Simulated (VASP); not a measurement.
A run of VASP 6.6.1 is set up as follows.

The input POSCAR:

```
Si
1.0
    6.6532926596     -1.8656053708      0.0142514192
    6.6532926596      1.8656053708      0.0142514192
   -0.7057153754      0.0000000000      6.1431095792
Si
8
Direct
    0.0533947299      0.0533947299      0.8702190179
    0.9466052701      0.9466052701      0.1297809821
    0.5577523340      0.5577523340      0.6524247328
    0.4422476660      0.4422476660      0.3475752672
    0.2110263892      0.2110263892      0.0575653465
    0.7889736108      0.7889736108      0.9424346535
    0.7273755966      0.7273755966      0.5859861588
    0.2726244034      0.2726244034      0.4140138412
```

INCAR.step1

```
ALGO = Normal
EDIFF = 1E-4
ENCUT = 520
GGA = PE
ISMEAR = 0
LASPH = True
LCHARG = False
LREAL = False
LWAVE = True
NBANDS = 26
NELM = 80
PREC = Accurate
SIGMA = 0.02
```

File INCAR.step2:

```
ALGO = Normal
EDIFF = 1E-6
ENCUT = 520
ISIF = 2
ISMEAR = 0
ISTART = 1
LASPH = True
LCHARG = False
LMIXTAU = True
LREAL = False
LWAVE = False
METAGGA = R2SCAN
NBANDS = 26
NELM = 80
PREC = Accurate
SIGMA = 0.02
```

File KPOINTS:

```
k-points
0
Gamma
  10 10 6
```

Potentials or basis: VASP PAW PBE potentials, release 64 (Si).

Run with:

```console
$ cat potpaw_PBE.64/Si/POTCAR > POTCAR
$ cp INCAR.step1 INCAR
$ mpirun -np 1 vasp_std > vasp.out
$ cp INCAR.step2 INCAR
$ mpirun -np 1 vasp_std > vasp.out
```

Predict the band gap on the k mesh.

0.27 eV (least direct gap 0.64 eV).

Estimate the largest force.

0.021 eV/Å.

Estimate the pressure.

9.7 GPa.

Forces in eV/Å, atoms in the order of the input:
```
Si   0.007  0.000  0.007
Si  -0.007  0.000 -0.007
Si   0.001  0.000  0.008
Si  -0.001  0.000 -0.008
Si   0.016  0.000 -0.013
Si  -0.016  0.000  0.013
Si   0.017  0.000  0.012
Si  -0.017  0.000 -0.012
```

Caveat: the cell stands under pressure; the PAW data sets were made with another functional, which shifts forces and pressure a little. A k mesh can miss the band edges.
